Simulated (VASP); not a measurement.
SiC, 2 atoms in the cell. Symmetry: R3m, No. 160, trigonal system. The conventional cell has a = 3.094 Å, b = 3.094 Å, c = 6.994 Å, α = 90.00°, β = 90.00°, γ = 120.00°. Within 2.3 Å of Si (site symmetry 3m) lie 4 C at 1.75 to 1.88 Å. C (site symmetry 3m) has 4 Si at 1.75 to 1.88 Å within 2.3 Å. 

* Program: VASP 6.6.1
* Task: single point
* Functional: PBE
* Potentials or basis: VASP PAW PBE potentials, release 64 (Si, C)
* Cutoff: 520 eV
* k mesh: 12 × 12 × 12
* Occupations: gaussian, width 0.05 eV
* Spin: no spin polarisation
* Dipole correction: no
* Further INCAR settings: ALGO = Normal; EDIFF = 1e-07; NBANDS = 11

Potentials or basis: VASP PAW PBE potentials, release 64 (Si, C).

The run is started by

```bash
$ cat potpaw_PBE.64/Si/POTCAR potpaw_PBE.64/C/POTCAR > POTCAR
$ mpirun -np 1 vasp_std > vasp.out
```

Hardware: 1 thread of Intel(R) Xeon(R) 6975P-C (Granite Rapids), on a shared host.

Estimate the wall time of this run.

It took 15 s on 1 thread of Intel(R) Xeon(R) 6975P-C (Granite Rapids), with other jobs on the host, peak memory 0.16 GiB. Counts: scf iterations 13, k points 189.
